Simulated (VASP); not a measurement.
AlN: single point with PBE

AlN:

```
Al N
1.0
     0.00000   -2.08620   -2.08620
     0.00000    2.08620   -2.08620
     4.17240    0.00000    0.00000
Al N
2 2
Cartesian
  0.0000 0.0000 -2.0862
  2.0862 0.0000 0.0000
  2.0862 0.0000 -2.0862
  0.0000 2.0862 -2.0862
```

```
Program                : VASP 6.6.1
Task                   : single point
Functional             : PBE
Potentials or basis    : VASP PAW PBE potentials, release 64 (Al, N)
Cutoff                 : 520 eV
k mesh                 : 8 × 8 × 6
Occupations            : gaussian, width 0.05 eV
Spin                   : no spin polarisation
Dipole correction      : no
Further INCAR settings : ALGO = Normal; EDIFF = 1e-06; NBANDS = 16
```

```yaml
Pressure: -16.3 GPa
Band_gap_on_the_k_mesh: 3.73 eV
```

Levels at points of the mesh, in eV from the valence-band top:
| k point | band 4 | band 5 | band 6 | band 7 | band 8 | band 9 | band 10 | band 11 | band 12 | band 13 |
| --- | --- | --- | --- | --- | --- | --- | --- | --- | --- | --- |
| (0.00, 0.00, 0.00) | -2.56 | -2.56 | 0.00 | 0.00 | 0.00 | 3.73 | 4.38 | 5.44 | 11.86 | 11.86 |
| (0.50, 0.00, 0.00) | -5.62 | -3.75 | -3.75 | -0.97 | -0.97 | 7.68 | 7.68 | 9.35 | 9.35 | 10.03 |
| (0.50, 0.50, 0.00) | -6.77 | -2.56 | -2.56 | -2.56 | -2.56 | 3.73 | 3.73 | 5.44 | 5.44 | 12.93 |
| (0.00, 0.00, 0.50) | -3.68 | -1.48 | -1.48 | -1.48 | -1.48 | 6.66 | 6.66 | 7.48 | 7.48 | 10.23 |
| (0.50, 0.00, 0.50) | -7.72 | -0.91 | -0.91 | -0.91 | -0.91 | 5.55 | 5.55 | 10.25 | 10.25 | 10.25 |
| (0.50, 0.50, 0.50) | -5.20 | -5.20 | -5.20 | -3.68 | -3.68 | 7.14 | 7.14 | 10.19 | 10.19 | 10.19 |

Run time: 22 s on 1 thread of Intel(R) Xeon(R) Platinum 8259CL CPU @ 2.50GHz (Skylake/Cascade Lake) (shared host), peak memory 0.16 GiB.

A k mesh can miss the band edges.
